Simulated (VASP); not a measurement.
# Si (Fd-3m) in VASP: single point with PBEsol

Aim: the single point of Si with PBEsol.

Program: VASP 6.6.1. These are calculated values, not measurements. Logs are shortened: lines on timing, memory, paths and dates and some standing lists are left out, and cuts for length are marked.

### 1 The cell of the first run

Symmetry: Fd-3m, No. 227, cubic system. The conventional cell has a = 5.434 Å, b = 5.434 Å, c = 5.434 Å, α = 90.00°, β = 90.00°, γ = 90.00°. Si (site symmetry -43m) has 4 Si at 2.35 Å within 3.1 Å.

### 2 Single point, PBEsol

Contents of INCAR:

```
  PREC = Accurate
  ENCUT = 520
  EDIFF = 1E-7
  ISMEAR = 0
  SIGMA = 0.02
  LREAL = Auto
  LASPH = T
  NELM = 80
  ALGO = Normal
  ISIF = 2
  LWAVE = F
  LCHARG = F
  GGA = PS
  NBANDS = 86
```

Contents of KPOINTS:

```
Automatic mesh
0
Gamma
  2 2 2
  0.5 0.5 0.5
```

Contents of POSCAR:

```
Si
1.0
   -5.4338340904     -5.4338340904     -5.4338340904
    5.4338340904      5.4338340904     -5.4338340904
    5.4338340904     -5.4338340904      5.4338340904
Si
32
Direct
    0.5000000000      0.7500000000      0.5000000000
    0.5000000000      0.5000000000      0.7500000000
    0.2500000000      0.7500000000      0.7500000000
    0.5000000000      0.2500000000      0.0000000000
    0.2500000000      0.5000000000      0.0000000000
    0.0000000000      0.7500000000      0.0000000000
    0.5000000000      0.0000000000      0.2500000000
    0.2500000000      0.2500000000      0.2500000000
    0.0000000000      0.5000000000      0.2500000000
    0.7500000000      0.7500000000      0.2500000000
    0.2500000000      0.0000000000      0.5000000000
    0.0000000000      0.2500000000      0.5000000000
    0.7500000000      0.5000000000      0.5000000000
    0.0000000000      0.0000000000      0.7500000000
    0.7500000000      0.2500000000      0.7500000000
    0.7500000000      0.0000000000      0.0000000000
    0.7500000000      0.7500000000      0.5000000000
    0.7500000000      0.5000000000      0.7500000000
    0.5000000000      0.7500000000      0.7500000000
    0.7500000000      0.2500000000      0.0000000000
    0.5000000000      0.5000000000      0.0000000000
    0.2500000000      0.7500000000      0.0000000000
    0.7500000000      0.0000000000      0.2500000000
    0.5000000000      0.2500000000      0.2500000000
    0.2500000000      0.5000000000      0.2500000000
    0.0000000000      0.7500000000      0.2500000000
    0.5000000000      0.0000000000      0.5000000000
    0.2500000000      0.2500000000      0.5000000000
    0.0000000000      0.5000000000      0.5000000000
    0.2500000000      0.0000000000      0.7500000000
    0.0000000000      0.2500000000      0.7500000000
    0.0000000000      0.0000000000      0.0000000000
```

Potentials or basis: VASP PAW PBE potentials, release 64 (Si).

The run is started by

```
cat potpaw_PBE.64/Si/POTCAR > POTCAR
mpirun -np 1 vasp_std > vasp.out
```

OUTCAR:

```text
PREC = Accurate
   ENCUT = 520
   EDIFF = 1E-7
   ISMEAR = 0
   LREAL = Auto
   LASPH = T
   NELM = 80
   ISIF = 2
   GGA = PS

 ion  position               nearest neighbor table
   1  0.500  0.750  0.500-  17 2.35  19 2.35  25 2.35  27 2.35
   2  0.500  0.500  0.750-  18 2.35  19 2.35  21 2.35  28 2.35
   3  0.250  0.750  0.750-  19 2.35  22 2.35  29 2.35  30 2.35
   4  0.500  0.250  0.000-  20 2.35  21 2.35  24 2.35  30 2.35
   5  0.250  0.500  0.000-  21 2.35  22 2.35  25 2.35  31 2.35
   6  0.000  0.750  0.000-  18 2.35  22 2.35  26 2.35  32 2.35
[... 24 lines left out ...]
  31  0.000  0.250  0.750-   5 2.35  12 2.35  14 2.35  15 2.35
  32  0.000  0.000  0.000-   6 2.35   8 2.35  14 2.35  16 2.35

  LATTYP: Found a body centered cubic cell.
 ALAT       =    10.8676681808

  Lattice vectors:

 A1 = (  -5.4338340904,  -5.4338340904,  -5.4338340904)
 A2 = (   5.4338340904,   5.4338340904,  -5.4338340904)
 A3 = (   5.4338340904,  -5.4338340904,   5.4338340904)

Analysis of symmetry for initial positions (statically):
=====================================================================
 Subroutine PRICEL returns following result:

  LATTYP: Found a face centered cubic cell.
 ALAT       =     5.4338340904

  Lattice vectors:

 A1 = (   2.7169170452,   2.7169170452,   0.0000000000)
 A2 = (   0.0000000000,   2.7169170452,   2.7169170452)
 A3 = (   2.7169170452,   0.0000000000,   2.7169170452)

  16 primitive cells build up your supercell.

 Routine SETGRP: Setting up the symmetry group for a
 body centered cubic supercell.

 Subroutine GETGRP returns: Found 48 space group operations
 (whereof 24 operations were pure point group operations)
 out of a pool of 48 trial point group operations.

The static configuration has the point symmetry T_d .
 The point group associated with its full space group is O_h .

Analysis of symmetry for dynamics (positions and initial velocities):
=====================================================================
 Subroutine PRICEL returns following result:

  LATTYP: Found a face centered cubic cell.
 ALAT       =     5.4338340904

  Lattice vectors:

 A1 = (   2.7169170452,   2.7169170452,   0.0000000000)
 A2 = (   0.0000000000,   2.7169170452,   2.7169170452)
 A3 = (   2.7169170452,   0.0000000000,   2.7169170452)

  16 primitive cells build up your supercell.

 Routine SETGRP: Setting up the symmetry group for a
 body centered cubic supercell.

 Subroutine GETGRP returns: Found 48 space group operations
 (whereof 24 operations were pure point group operations)
 out of a pool of 48 trial point group operations.

The dynamic configuration has the point symmetry T_d .
 The point group associated with its full space group is O_h .

 Subroutine INISYM returns: Found 48 space group operations
 (whereof 24 operations are pure point group operations),
 and found    16 'primitive' translations

----------------------------------------------------------------------------------------

                                     Primitive cell

  volume of cell :      40.1106

  direct lattice vectors                    reciprocal lattice vectors
     2.716917045  2.716917045  0.000000000     0.184032119  0.184032119 -0.184032119
     0.000000000  2.716917045  2.716917045    -0.184032119  0.184032119  0.184032119
     2.716917045  0.000000000  2.716917045     0.184032119 -0.184032119  0.184032119

  length of vectors
     3.842300933  3.842300933  3.842300933     0.318752980  0.318752980  0.318752980

  position of ions in fractional coordinates (direct lattice)
     0.250000000  0.250000000  0.250000000
     0.000000000  0.000000000  0.000000000

  ion indices of the primitive-cell ions
   primitive index   ion index
                 1           1
                 2          17

----------------------------------------------------------------------------------------

 KPOINTS: Automatic mesh

Automatic generation of k-mesh.
 Grid dimensions read from file:
 generate k-points for:    2    2    2

 Generating k-lattice:

  Cartesian coordinates                     Fractional coordinates (reciprocal lattice)
     0.000000000 -0.046008030 -0.046008030     0.500000000  0.000000000  0.000000000
     0.046008030  0.000000000 -0.046008030     0.000000000  0.500000000  0.000000000
     0.046008030 -0.046008030  0.000000000     0.000000000  0.000000000  0.500000000

  Length of vectors
     0.065065180  0.065065180  0.065065180

  Shift w.r.t. Gamma in fractional coordinates (k-lattice)
     0.500000000  0.500000000  0.500000000

 Subroutine IBZKPT returns following result:
 ===========================================

 Found      2 irreducible k-points:

 Following reciprocal coordinates:
            Coordinates               Weight
  0.250000  0.250000  0.250000      2.000000
 -0.250000  0.250000  0.250000      6.000000
   k-points           NKPTS =      2   k-points in BZ     NKDIM =      2   number of bands    NBANDS=     86
   number of dos      NEDOS =    301   number of ions     NIONS =     32
   total plane-waves  NPLWV = 343000
   dimension x,y,z NGX =    70 NGY =   70 NGZ =   70
   dimension x,y,z NGXF=   140 NGYF=  140 NGZF=  140
   ions per type =              32
   NGX,Y,Z   is equivalent  to a cutoff of  12.36, 12.36, 12.36 a.u.
   NGXF,Y,Z  is equivalent  to a cutoff of  24.73, 24.73, 24.73 a.u.
 SYSTEM =  unknown system
   PREC   = accura    normal or accurate (medium, high low for compatibility)
   ISTART =      0    job   : 0-new  1-cont  2-samecut
   ICHARG =      2    charge: 1-file 2-atom 10-const
   ISPIN  =      1    spin polarized calculation?
   LNONCOLLINEAR =      F non collinear calculations
   LSORBIT =      F    spin-orbit coupling
   LASPH  =      T    aspherical Exc in radial PAW
   ENCUT  =  520.0 eV  38.22 Ry    6.18 a.u.  17.50 17.50 17.50*2*pi/ulx,y,z
   NELM   =     80;   NELMIN=  2; NELMDL= -5     # of ELM steps
   EDIFF  = 0.1E-06   stopping-criterion for ELM
   LREAL  =      T    real-space projection
   EDIFFG = 0.1E-05   stopping-criterion for IOM
   NSW    =      0    number of steps for IOM
   IBRION =     -1    ionic relax: 0-MD 1-quasi-New 2-CG
   NFREE  =      0    steps in history (QN), initial steepest desc. (CG)
   ISIF   =      2    stress and relaxation
   ISYM   =      2    0-nonsym 1-usesym 2-fastsym
   POTIM  = 0.5000    time-step for ionic-motion
   TEBEG  =    0.0;   TEEND  =   0.0 temperature during run
   PSTRESS=    0.0 pullay stress
   NELECT =     128.0000    total number of electrons
   NUPDOWN=      -1.0000    fix difference up-down
   EMIN   =  10.00;   EMAX   =-10.00  energy-range for DOS
   EFERMI =   0.00;   METHOD = LEGACY
   ISMEAR =     0;   SIGMA  =   0.02  broadening in eV -4-tet -1-fermi 0-gaus
   EFERMI_NEDOS =   21; number of points for ismear=-14 and -15
   IALGO  =     38    algorithm
   IMIX   =      4    mixing-type and parameters
     AMIX     =   0.40;   BMIX     =  1.00
     AMIX_MAG =   1.60;   BMIX_MAG =  1.00
  volume/ion in A,a.u.               =      20.06       135.34
  Fermi-wavevector in a.u.,A,eV,Ry     =   0.956500  1.807523 12.447873  0.914893
  Thomas-Fermi vector in A             =   2.085434
   LORBIT       =      0    0 simple, 1 ext, 2 COOP (PROOUT), +10 PAW based schemes
   GGA     = PS    functional components
   LHFCALC =     F    Hartree Fock is set to
   AEXX    =    0.0000 exact exchange contribution
   IVDW    =     0    specifies the selected vdW correction
   LEPSILON=     F    determine dielectric tensor
   LRPA    =     F    only Hartree local field effects (RPA)
 non-spin polarized calculation
 Gauss-broadening in eV      SIGMA  =   0.02
  energy-cutoff  :      520.00
  volume of cell :      641.77
 maximum number of plane-waves:     17304
 NGX is ok and might be reduce to    70
   NGX = 35   NGY = 35   NGZ = 35

 number of electron     127.9999994 magnetization

 Free energy of the ion-electron system (eV)
  ---------------------------------------------------
  ext. energy  EPLUGINS =         0.00000000
  ---------------------------------------------------
  free energy    TOTEN  =      -183.82240015 eV

  energy without entropy =     -183.82240015  energy(sigma->0) =     -183.82240015

 E-fermi :   5.1197     XC(G=0):  -9.5454

 val. band max:        5.0107026308   @ k =   0.2500   0.2500   0.2500
 cond. band min:       6.2804088372   @ k =  -0.2500   0.2500   0.2500
 fundamental gap:      1.2697062064
 Fermi energy:         5.1197057036

 k-point     1 :       0.2500    0.2500    0.2500
  band No.  band energies     occupation
      1      -5.4021      2.00000
      2      -5.4021      2.00000
      3      -5.4021      2.00000
      4      -5.4021      2.00000
      5      -3.4756      2.00000
      6      -3.4756      2.00000
[... 68 lines left out ...]
     75       7.1898      0.00000
     76       7.1898      0.00000

 k-point     2 :      -0.2500    0.2500    0.2500
  band No.  band energies     occupation
      1      -5.9305      2.00000
      2      -4.8710      2.00000
      3      -4.8710      2.00000
      4      -4.8709      2.00000
      5      -4.8709      2.00000
      6      -4.0207      2.00000
[... 68 lines left out ...]
     75       8.0616      0.00000
     76       8.1471      0.00000
 [bands above 76 left out]

------------------------ aborting loop because EDIFF is reached ----------------------------------------

  FORCE on cell =-STRESS in cart. coord.  units (eV):
  Direction    XX          YY          ZZ          XY          YZ          ZX
  --------------------------------------------------------------------------------------
  -------------------------------------------------------------------------------------
  Total        0.5374695      0.5374695      0.5374695      0.0000000     -0.0000000      0.0000000
  in kB        1.3417924      1.3417924      1.3417924      0.0000000     -0.0000000      0.0000000
  external PRESSURE =       1.3417924 kB  Pullay stress =       0.0000000 kB

 VOLUME and BASIS-vectors are now :
 -----------------------------------------------------------------------------
  energy-cutoff  :      520.00
  volume of cell :      641.77
      direct lattice vectors                 reciprocal lattice vectors
    -5.433834090 -5.433834090 -5.433834090     0.000000000 -0.092016059 -0.092016059
     5.433834090  5.433834090 -5.433834090     0.092016059  0.000000000 -0.092016059
     5.433834090 -5.433834090  5.433834090     0.092016059 -0.092016059  0.000000000

 POSITION                                       TOTAL-FORCE (eV/Angst)
 -----------------------------------------------------------------------------------
      4.07538     -1.35846     -4.07538        -0.000000     -0.000000      0.000000
      4.07538     -4.07538     -1.35846         0.000000      0.000000      0.000000
      6.79229     -1.35846     -1.35846        -0.000000      0.000000      0.000000
     -1.35846     -1.35846     -4.07538        -0.000000     -0.000000      0.000000
      1.35846      1.35846     -4.07538         0.000000      0.000000      0.000000
      4.07538      4.07538     -4.07538         0.000000     -0.000000      0.000000
[... 24 lines left out ...]
      5.43383     -2.71692      2.71692         0.000000      0.000000     -0.000000
      0.00000      0.00000      0.00000        -0.000000     -0.000000     -0.000000
 -----------------------------------------------------------------------------------
    total drift:                                0.000000      0.000000      0.000000

  FREE ENERGIE OF THE ION-ELECTRON SYSTEM (eV)
  ---------------------------------------------------
  free  energy   TOTEN  =      -183.8224001483 eV

  energy  without entropy=     -183.8224001483  energy(sigma->0) =     -183.82240015
```

It took 3.5 min on 1 thread of Intel Xeon Platinum 8259CL at 2.50GHz (Skylake/Cascade Lake), shared host; peak memory 0.65 GiB.

What came out:

```yaml
Free_energy: -183.8224 eV
Pressure: 0.1 GPa
Band_gap_on_the_k_mesh: 1.27 eV
```

Caveat: the PAW data sets were made with another functional, which shifts forces and pressure a little; a shifted mesh leaves out Γ, where band edges can lie. A k mesh can miss the band edges.
